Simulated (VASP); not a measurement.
# Sr3CuH2 (P6/mmm) in VASP: notebook

The runs below take Sr3CuH2 through single point, relaxation of cell and atoms, with PBE.

Everything below comes from runs of VASP 6.6.1. Logs are shortened: lines on timing, memory, paths and dates and some standing lists are left out, and cuts for length are marked.

## (1) The cell of the first run

It takes space group P6/mmm (No. 191, hexagonal). The conventional cell has a = 6.083 Å, b = 6.083 Å, c = 3.504 Å, α = 90.00°, β = 90.00°, γ = 120.00°. Within 3.3 Å of Sr (site symmetry mmm) lie 4 H at 2.48 Å and 4 Sr at 3.04 Å. Within 4.6 Å of Cu (site symmetry 6/mmm) lie 2 Cu at 3.50 Å and 12 Sr at 3.51 Å and 6 H at 3.51 Å. Within 3.3 Å of H (site symmetry -6m2) lie 6 Sr at 2.48 Å.

The cell was generated, and may not be a known phase.

## (2) Single point, PBE

The input, INCAR:

```
SYSTEM = Sr3CuH2
  PREC = Accurate
  ENCUT = 520
  EDIFF = 1E-7
  ISMEAR = 0
  SIGMA = 0.1
  LREAL = .False.
  LASPH = .True.
  NELM = 100
  ALGO = Normal
  ISIF = 2
  LWAVE = .False.
  LCHARG = .False.
  GGA = PE
  NBANDS = 30
```

The input, KPOINTS:

```
regular mesh
0
Gamma
  3 3 6
  0 0 0
```

The input, POSCAR:

```
Sr3CuH2
1.0
    6.0832911100      0.0000000000      0.0000000000
   -3.0416455500      5.2682846400      0.0000000000
    0.0000000000      0.0000000000      3.5038300800
Sr Cu H
3 1 2
Direct
    0.5000000000      0.0000000000      0.5000000000
    0.5000000000      0.5000000000      0.5000000000
    0.0000000000      0.5000000000      0.5000000000
    0.0000000000      0.0000000000      0.0000000000
    0.3333333300      0.6666666700      0.0000000000
    0.6666666700      0.3333333300      0.0000000000
```

Potentials or basis: VASP PAW PBE potentials, release 64 (Sr_sv, Cu, H).

The run is started by

```console
> cat potpaw_PBE.64/Sr_sv/POTCAR potpaw_PBE.64/Cu/POTCAR potpaw_PBE.64/H/POTCAR > POTCAR
> mpirun -np 1 vasp_std > vasp.out
```

OUTCAR:

```text
SYSTEM = Sr3CuH2
   PREC = Accurate
   ENCUT = 520
   EDIFF = 1E-7
   ISMEAR = 0
   LREAL = .False.
   LASPH = .True.
   NELM = 100
   ISIF = 2
   GGA = PE

 ion  position               nearest neighbor table
   1  0.500  0.000  0.500-   5 2.48   6 2.48   5 2.48   6 2.48   2 3.04   2 3.04   3 3.04   3 3.04
                             4 3.51   4 3.51   4 3.51   4 3.51   2 4.64   2 4.64   2 4.64   2 4.64
   2  0.500  0.500  0.500-   5 2.48   6 2.48   5 2.48   6 2.48   1 3.04   1 3.04   3 3.04   3 3.04
                             4 3.51   4 3.51   4 3.51   4 3.51   1 4.64   1 4.64   1 4.64   1 4.64
   3  0.000  0.500  0.500-   5 2.48   6 2.48   5 2.48   6 2.48   2 3.04   2 3.04   1 3.04   1 3.04
                             4 3.51   4 3.51   4 3.51   4 3.51   2 4.64   2 4.64   2 4.64   2 4.64
   4  0.000  0.000  0.000-   3 3.51   3 3.51   3 3.51   3 3.51   1 3.51   1 3.51   1 3.51   1 3.51
                             2 3.51   2 3.51   2 3.51   2 3.51
   5  0.333  0.667  0.000-   1 2.48   1 2.48   3 2.48   3 2.48   2 2.48   2 2.48
   6  0.667  0.333  0.000-   1 2.48   1 2.48   3 2.48   3 2.48   2 2.48   2 2.48

  LATTYP: Found a hexagonal cell.
 ALAT       =     6.0832911100
 C/A-ratio  =     0.5759760657

  Lattice vectors:

 A1 = (   6.0832911100,   0.0000000000,   0.0000000000)
 A2 = (  -3.0416455500,   5.2682846400,   0.0000000000)
 A3 = (   0.0000000000,   0.0000000000,   3.5038300800)

Analysis of symmetry for initial positions (statically):
=====================================================================
 Subroutine PRICEL returns:
 Original cell was already a primitive cell.

 Routine SETGRP: Setting up the symmetry group for a
 hexagonal supercell.

 Subroutine GETGRP returns: Found 24 space group operations
 (whereof 24 operations were pure point group operations)
 out of a pool of 24 trial point group operations.

The static configuration has the point symmetry D_6h.

Analysis of symmetry for dynamics (positions and initial velocities):
=====================================================================
 Subroutine PRICEL returns:
 Original cell was already a primitive cell.

 Routine SETGRP: Setting up the symmetry group for a
 hexagonal supercell.

 Subroutine GETGRP returns: Found 24 space group operations
 (whereof 24 operations were pure point group operations)
 out of a pool of 24 trial point group operations.

The dynamic configuration has the point symmetry D_6h.

 Subroutine INISYM returns: Found 24 space group operations
 (whereof 24 operations are pure point group operations),
 and found     1 'primitive' translations

----------------------------------------------------------------------------------------

                                     Primitive cell

  volume of cell :     112.2925

  direct lattice vectors                    reciprocal lattice vectors
     6.083291110  0.000000000  0.000000000     0.164384703  0.094907552  0.000000000
    -3.041645550  5.268284640  0.000000000     0.000000000  0.189815105  0.000000000
     0.000000000  0.000000000  3.503830080     0.000000000  0.000000000  0.285401968

  length of vectors
     6.083291110  6.083291108  3.503830080     0.189815105  0.189815105  0.285401968

  position of ions in fractional coordinates (direct lattice)
     0.500000000  0.000000000  0.500000000
     0.500000000  0.500000000  0.500000000
     0.000000000  0.500000000  0.500000000
     0.000000000  0.000000000  0.000000000
     0.333333330  0.666666670  0.000000000
     0.666666670  0.333333330  0.000000000

  ion indices of the primitive-cell ions
   primitive index   ion index
                 1           1
                 2           2
                 3           3
                 4           4
                 5           5
                 6           6

----------------------------------------------------------------------------------------

 KPOINTS: regular mesh

Automatic generation of k-mesh.
 Grid dimensions read from file:
 generate k-points for:    3    3    6

 Generating k-lattice:

  Cartesian coordinates                     Fractional coordinates (reciprocal lattice)
     0.054794901  0.031635851  0.000000000     0.333333333  0.000000000  0.000000000
     0.000000000  0.063271702  0.000000000     0.000000000  0.333333333  0.000000000
     0.000000000  0.000000000  0.047566995     0.000000000  0.000000000  0.166666667

  Length of vectors
     0.063271702  0.063271702  0.047566995

  Shift w.r.t. Gamma in fractional coordinates (k-lattice)
     0.000000000  0.000000000  0.000000000

 Subroutine IBZKPT returns following result:
 ===========================================

 Found     12 irreducible k-points:

 Following reciprocal coordinates:
            Coordinates               Weight
  0.000000  0.000000  0.000000      1.000000
  0.333333 -0.000000  0.000000      6.000000
  0.333333  0.333333  0.000000      2.000000
  0.000000  0.000000  0.166667      2.000000
  0.333333 -0.000000  0.166667     12.000000
  0.333333  0.333333  0.166667      4.000000
  0.000000  0.000000  0.333333      2.000000
  0.333333 -0.000000  0.333333     12.000000
  0.333333  0.333333  0.333333      4.000000
  0.000000  0.000000  0.500000      1.000000
  0.333333 -0.000000  0.500000      6.000000
  0.333333  0.333333  0.500000      2.000000
   k-points           NKPTS =     12   k-points in BZ     NKDIM =     12   number of bands    NBANDS=     30
   number of dos      NEDOS =    301   number of ions     NIONS =      6
   total plane-waves  NPLWV =  64512
   dimension x,y,z NGX =    48 NGY =   48 NGZ =   28
   dimension x,y,z NGXF=    96 NGYF=   96 NGZF=   56
   ions per type =               3   1   2
   NGX,Y,Z   is equivalent  to a cutoff of  13.12, 13.12, 13.29 a.u.
   NGXF,Y,Z  is equivalent  to a cutoff of  26.24, 26.24, 26.57 a.u.
 SYSTEM =  Sr3CuH2
   PREC   = accura    normal or accurate (medium, high low for compatibility)
   ISTART =      0    job   : 0-new  1-cont  2-samecut
   ICHARG =      2    charge: 1-file 2-atom 10-const
   ISPIN  =      1    spin polarized calculation?
   LNONCOLLINEAR =      F non collinear calculations
   LSORBIT =      F    spin-orbit coupling
   LASPH  =      T    aspherical Exc in radial PAW
   ENCUT  =  520.0 eV  38.22 Ry    6.18 a.u.  11.31 11.31  6.51*2*pi/ulx,y,z
   NELM   =    100;   NELMIN=  2; NELMDL= -5     # of ELM steps
   EDIFF  = 0.1E-06   stopping-criterion for ELM
   LREAL  =      F    real-space projection
   EDIFFG = 0.1E-05   stopping-criterion for IOM
   NSW    =      0    number of steps for IOM
   IBRION =     -1    ionic relax: 0-MD 1-quasi-New 2-CG
   NFREE  =      0    steps in history (QN), initial steepest desc. (CG)
   ISIF   =      2    stress and relaxation
   ISYM   =      2    0-nonsym 1-usesym 2-fastsym
   POTIM  = 0.5000    time-step for ionic-motion
   TEBEG  =    0.0;   TEEND  =   0.0 temperature during run
   PSTRESS=    0.0 pullay stress
   NELECT =      43.0000    total number of electrons
   NUPDOWN=      -1.0000    fix difference up-down
   EMIN   =  10.00;   EMAX   =-10.00  energy-range for DOS
   EFERMI =   0.00;   METHOD = LEGACY
   ISMEAR =     0;   SIGMA  =   0.10  broadening in eV -4-tet -1-fermi 0-gaus
   EFERMI_NEDOS =   21; number of points for ismear=-14 and -15
   IALGO  =     38    algorithm
   IMIX   =      4    mixing-type and parameters
     AMIX     =   0.40;   BMIX     =  1.00
     AMIX_MAG =   1.60;   BMIX_MAG =  1.00
  volume/ion in A,a.u.               =      18.72       126.30
  Fermi-wavevector in a.u.,A,eV,Ry     =   1.188814  2.246533 19.228835  1.413279
  Thomas-Fermi vector in A             =   2.324935
   LORBIT       =      0    0 simple, 1 ext, 2 COOP (PROOUT), +10 PAW based schemes
   GGA     = PE    functional components
   LHFCALC =     F    Hartree Fock is set to
   AEXX    =    0.0000 exact exchange contribution
   IVDW    =     0    specifies the selected vdW correction
   LEPSILON=     F    determine dielectric tensor
   LRPA    =     F    only Hartree local field effects (RPA)
 non-spin polarized calculation
 Gauss-broadening in eV      SIGMA  =   0.10
  energy-cutoff  :      520.00
  volume of cell :      112.29
 maximum number of plane-waves:      3049
 NGX is ok and might be reduce to    48
   NGX = 23   NGY = 23   NGZ = 13

 number of electron      43.0000009 magnetization

 Free energy of the ion-electron system (eV)
  ---------------------------------------------------
  ext. energy  EPLUGINS =         0.00000000
  ---------------------------------------------------
  free energy    TOTEN  =       -13.34523417 eV

  energy without entropy =      -13.29544263  energy(sigma->0) =      -13.32033840

 E-fermi :   3.9659     XC(G=0):  -9.6888

 val. band max:        3.9501831521   @ k =   0.3333  -0.0000   0.1667
 cond. band min:       3.9782237104   @ k =   0.3333  -0.0000   0.3333
 fundamental gap:      0.0280405583
 Fermi energy:         3.9659203497

 k-point     1 :       0.0000    0.0000    0.0000
  band No.  band energies     occupation
      1     -32.2994      2.00000
      2     -31.9083      2.00000
      3     -31.9083      2.00000
      4     -15.9514      2.00000
      5     -14.7546      2.00000
      6     -14.7546      2.00000
[... 22 lines left out ...]
     29       7.9512      0.00000
     30       7.9512      0.00000

 k-point     2 :       0.3333   -0.0000    0.0000
  band No.  band energies     occupation
      1     -32.2201      2.00000
      2     -31.9949      2.00000
      3     -31.9089      2.00000
      4     -15.5580      2.00000
      5     -14.6919      2.00000
      6     -14.4411      2.00000
[... 22 lines left out ...]
     29       7.7103      0.00000
     30       8.5600      0.00000

 k-point     3 :       0.3333    0.3333    0.0000
  band No.  band energies     occupation
      1     -32.1092      2.00000
      2     -32.1092      2.00000
      3     -31.9094      2.00000
      4     -14.9926      2.00000
      5     -14.9926      2.00000
      6     -14.4419      2.00000
[... 286 lines left out ...]
     29       7.9858      0.00000
     30       8.4631      0.00000

 k-point    12 :       0.3333    0.3333    0.5000
  band No.  band energies     occupation
      1     -32.0496      2.00000
      2     -32.0496      2.00000
      3     -31.8552      2.00000
      4     -14.8548      2.00000
      5     -14.8548      2.00000
      6     -14.4767      2.00000
[... 22 lines left out ...]
     29       7.6412      0.00000
     30       8.9765      0.00000

------------------------ aborting loop because EDIFF is reached ----------------------------------------

  FORCE on cell =-STRESS in cart. coord.  units (eV):
  Direction    XX          YY          ZZ          XY          YZ          ZX
  --------------------------------------------------------------------------------------
  -------------------------------------------------------------------------------------
  Total        9.0668582      9.0668582     -1.2692056      0.0000000      0.0000000      0.0000000
  in kB      129.3649243    129.3649243    -18.1088845      0.0000001      0.0000000      0.0000000
  external PRESSURE =      80.2069880 kB  Pullay stress =       0.0000000 kB

 VOLUME and BASIS-vectors are now :
 -----------------------------------------------------------------------------
  energy-cutoff  :      520.00
  volume of cell :      112.29
      direct lattice vectors                 reciprocal lattice vectors
     6.083291110  0.000000000  0.000000000     0.164384703  0.094907552  0.000000000
    -3.041645550  5.268284640  0.000000000     0.000000000  0.189815105  0.000000000
     0.000000000  0.000000000  3.503830080     0.000000000  0.000000000  0.285401968

 POSITION                                       TOTAL-FORCE (eV/Angst)
 -----------------------------------------------------------------------------------
      3.04165      0.00000      1.75192         0.000000      0.000000     -0.000000
      1.52082      2.63414      1.75192         0.000000      0.000000     -0.000000
     -1.52082      2.63414      1.75192         0.000000      0.000000     -0.000000
      0.00000      0.00000      0.00000         0.000000      0.000000     -0.000000
     -0.00000      3.51219      0.00000         0.000000      0.000000     -0.000000
      3.04165      1.75609      0.00000        -0.000000      0.000000      0.000000
 -----------------------------------------------------------------------------------
    total drift:                               -0.000000      0.000000     -0.000000

  FREE ENERGIE OF THE ION-ELECTRON SYSTEM (eV)
  ---------------------------------------------------
  free  energy   TOTEN  =       -13.3452341723 eV

  energy  without entropy=      -13.2954426321  energy(sigma->0) =      -13.32033840
```

It took 3.7 min on 1 thread of Oxide Virtual Turin-like, shared host; peak memory 0.22 GiB.

Results:

```yaml
Free_energy: -13.3452 eV
Pressure: 8.0 GPa
Band_gap_on_the_k_mesh: zero (an odd number of electrons rules out a gap without spin polarisation)
```

Levels at points of the mesh, in eV from the Fermi level:
| k point | band 19 | band 20 | band 21 | band 22 | band 23 | band 24 | band 25 | band 26 |
| --- | --- | --- | --- | --- | --- | --- | --- | --- |
| (0.00, 0.00, 0.00) | -2.07 | -2.07 | -0.09 | 0.18 | 0.18 | 1.43 | 1.43 | 1.63 |
| (0.00, 0.00, 0.50) | -1.94 | -1.51 | -1.17 | -0.74 | -0.74 | -0.02 | 1.12 | 1.12 |

Caveat: the k points lie up to 0.40 Å⁻¹ apart, too coarse for converged energies and pressures of a metal.

## (3) Single point, PBE

This run uses another cell than the first one, of 23.51 Å³/atom.

The input, INCAR:

```
PREC = Accurate ; ENCUT = 520
EDIFF = 1E-7 ; ISMEAR = 0
SIGMA = 0.1 ; LREAL = False
LASPH = True ; NELM = 80
ALGO = Normal ; ISIF = 2
LWAVE = False ; LCHARG = False
GGA = PE ; NBANDS = 30
```

The input, KPOINTS:

```
regular mesh
0
Gamma
  3 3 6
```

The input, POSCAR:

```
Sr3CuH2
1.0
    6.9381147318     -0.0000000033      0.0000000000
   -3.4690573631      6.0085836138      0.0000000000
    0.0000000000      0.0000000000      3.3832152924
Sr Cu H
3 1 2
Direct
    0.5000000000      0.0000000000      0.5000000000
    0.5000000000      0.5000000000      0.5000000000
    0.0000000000      0.5000000000      0.5000000000
    0.0000000000      0.0000000000      0.0000000000
    0.3333333333      0.6666666667      0.0000000000
    0.6666666667      0.3333333333      0.0000000000
```

Potentials or basis: VASP PAW PBE potentials, release 64 (Sr_sv, Cu, H).

The run is started by

```console
> cat potpaw_PBE.64/Sr_sv/POTCAR potpaw_PBE.64/Cu/POTCAR potpaw_PBE.64/H/POTCAR > POTCAR
> mpirun -np 1 vasp_std > vasp.out
```

OUTCAR:

```text
PREC = Accurate
   ENCUT = 520
   EDIFF = 1E-7
   ISMEAR = 0
   LREAL = False
   LASPH = True
   NELM = 80
   ISIF = 2
   GGA = PE

 ion  position               nearest neighbor table
   1  0.500  0.000  0.500-   5 2.62   6 2.62   5 2.62   6 2.62   3 3.47   3 3.47   2 3.47   2 3.47
                             4 3.86   4 3.86   4 3.86   4 3.86   3 4.85   3 4.85   3 4.85   3 4.85
   2  0.500  0.500  0.500-   5 2.62   6 2.62   5 2.62   6 2.62   3 3.47   3 3.47   1 3.47   1 3.47
                             4 3.86   4 3.86   4 3.86   4 3.86   3 4.85   3 4.85   3 4.85   3 4.85
   3  0.000  0.500  0.500-   5 2.62   6 2.62   5 2.62   6 2.62   2 3.47   2 3.47   1 3.47   1 3.47
                             4 3.86   4 3.86   4 3.86   4 3.86   2 4.85   2 4.85   2 4.85   2 4.85
   4  0.000  0.000  0.000-   1 3.86   1 3.86   1 3.86   1 3.86   2 3.86   2 3.86   2 3.86   2 3.86
                             3 3.86   3 3.86   3 3.86   3 3.86
   5  0.333  0.667  0.000-   3 2.62   3 2.62   1 2.62   1 2.62   2 2.62   2 2.62
   6  0.667  0.333  0.000-   3 2.62   3 2.62   1 2.62   1 2.62   2 2.62   2 2.62

  LATTYP: Found a hexagonal cell.
 ALAT       =     6.9381147318
 C/A-ratio  =     0.4876274641

  Lattice vectors:

 A1 = (   6.9381147318,  -0.0000000033,   0.0000000000)
[... 178 lines left out ...]
 Fermi energy:         2.9188896844

 k-point     1 :       0.0000    0.0000    0.0000
  band No.  band energies     occupation
      1     -33.5762      2.00000
      2     -33.4773      2.00000
      3     -33.4773      2.00000
      4     -16.2965      2.00000
      5     -15.7441      2.00000
      6     -15.7441      2.00000
[... 385 lines left out ...]
     29       5.3321      0.00000
     30       6.3431      0.00000

------------------------ aborting loop because EDIFF is reached ----------------------------------------

  FORCE on cell =-STRESS in cart. coord.  units (eV):
  Direction    XX          YY          ZZ          XY          YZ          ZX
  --------------------------------------------------------------------------------------
  -------------------------------------------------------------------------------------
  Total        0.2125770      0.2125770      0.0520213     -0.0000000      0.0000000      0.0000000
  in kB        2.4148137      2.4148137      0.5909473     -0.0000000      0.0000000      0.0000000
  external PRESSURE =       1.8068582 kB  Pullay stress =       0.0000000 kB

 VOLUME and BASIS-vectors are now :
 -----------------------------------------------------------------------------
  energy-cutoff  :      520.00
  volume of cell :      141.04
      direct lattice vectors                 reciprocal lattice vectors
     6.938114732 -0.000000003  0.000000000     0.144131373  0.083214287  0.000000000
    -3.469057363  6.008583614  0.000000000     0.000000000  0.166428574  0.000000000
     0.000000000  0.000000000  3.383215292     0.000000000  0.000000000  0.295576815

 POSITION                                       TOTAL-FORCE (eV/Angst)
 -----------------------------------------------------------------------------------
      3.46906     -0.00000      1.69161         0.000000      0.000000      0.000000
      1.73453      3.00429      1.69161         0.000000      0.000000      0.000000
     -1.73453      3.00429      1.69161         0.000000      0.000000      0.000000
      0.00000      0.00000      0.00000         0.000000      0.000000      0.000000
      0.00000      4.00572      0.00000        -0.000000      0.000000      0.000000
      3.46906      2.00286      0.00000         0.000000     -0.000000     -0.000000
 -----------------------------------------------------------------------------------
    total drift:                                0.000000     -0.000000      0.000000

  FREE ENERGIE OF THE ION-ELECTRON SYSTEM (eV)
  ---------------------------------------------------
  free  energy   TOTEN  =       -14.6405350609 eV

  energy  without entropy=      -14.6147064584  energy(sigma->0) =      -14.62762076
```

stdout:

```text
POSCAR found type information on POSCAR SrCuH
 POSCAR found :  3 types and       6 ions
 scaLAPACK will be used
 LDA part: xc-table for (Slater+PW92), standard interpolation
 POSCAR, INCAR and KPOINTS ok, starting setup
 FFT: planning ... GRIDC
 FFT: planning ... GRID_SOFT
 FFT: planning ... GRID
 WAVECAR not read
 entering main loop
```

It took 3.9 min on 1 thread of Oxide Virtual Turin-like, shared host; peak memory 0.26 GiB.

Results:

- Free energy: -14.6405 eV
- Pressure: 0.2 GPa
- Band gap on the k mesh: zero (an odd number of electrons rules out a gap without spin polarisation)

Stress tensor (GPa, compression positive):
```
0.24 0.00 0.00
0.00 0.24 0.00
0.00 0.00 0.06
```

Levels at points of the mesh, in eV from the Fermi level:
```csv
k point,band 18,band 19,band 20,band 21,band 22,band 23,band 24,band 25,band 26,band 27
"(0.00, 0.00, 0.00)",-1.96,-1.69,-1.69,-0.45,-0.45,0.28,0.57,0.57,1.16,1.16
"(0.00, 0.00, 0.50)",-1.83,-1.71,-1.40,-0.54,-0.54,-0.11,0.23,1.33,1.33,3.32
```

(Continued in part 2 of 2.)

The gap in the log of VASP goes by the Fermi energy; the results here count the filled bands.